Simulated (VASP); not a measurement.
**ZrS: single point with PBEsol**

Crystal: ZrS.

```
Zr S
1.0
     0.00000    2.65235    2.58338
     2.51440    0.00000    2.58338
     2.51440    2.65235    0.00000
Zr S
1 1
Direct
  0.00000 0.00000 0.00000
  0.50000 0.50000 0.50000
```

This cell differs from its parent crystal: strain +e along x and -e along y -0.0267, strain +e along z and -e/2 along x and y +0.0000.

| Quantity | Value |
| --- | --- |
| Program | VASP 6.6.1 |
| Task | single point |
| Functional | PBEsol |
| Potentials or basis | VASP PAW PBE potentials, release 64 (Zr_sv, S) |
| Cutoff | 520 eV |
| k mesh | 16 × 16 × 16 |
| Occupations | gaussian, width 0.15 eV |
| Spin | no spin polarisation |
| Dipole correction | no |
| Further INCAR settings | ALGO = Normal; EDIFF = 1e-06; NBANDS = 16 |

```json
{
  "Pressure": "1.1 GPa",
  "Band gap on the k mesh": "zero (bands 9 and 10 overlap by 2.96 eV)"
}
```

Stress tensor (GPa, compression positive):
```
10.10  0.00  0.00
 0.00 -6.60  0.00
 0.00  0.00 -0.08
```

Levels at points of the mesh, in eV from the Fermi level:
| k point | band 7 | band 8 | band 9 | band 10 | band 11 | band 12 |
| --- | --- | --- | --- | --- | --- | --- |
| (0.00, 0.00, 0.00) | -3.51 | -3.41 | -1.74 | -1.45 | -1.16 | -0.88 |
| (0.50, 0.00, 0.00) | -6.17 | -6.14 | 1.51 | 1.70 | 1.92 | 2.00 |
| (0.50, 0.50, 0.00) | -4.49 | -4.42 | -3.67 | 0.50 | 2.36 | 2.75 |
| (0.50, 0.00, 0.50) | -4.36 | -4.31 | -3.70 | 0.41 | 2.50 | 2.65 |
| (0.00, 0.50, 0.50) | -4.60 | -4.59 | -3.66 | 0.67 | 2.40 | 2.64 |

Run time: 4.7 min on 1 thread of Intel(R) Xeon(R) Platinum 8259CL CPU @ 2.50GHz (Skylake/Cascade Lake), with other jobs on the host, peak memory 0.43 GiB.

Caveat: the cell differs from its parent crystal (strain +e along x and -e along y -0.0267, strain +e along z and -e/2 along x and y +0.0000); the stress differs along the axes, from -7 to 10 GPa; the PAW data sets were made with another functional, which shifts forces and pressure a little.
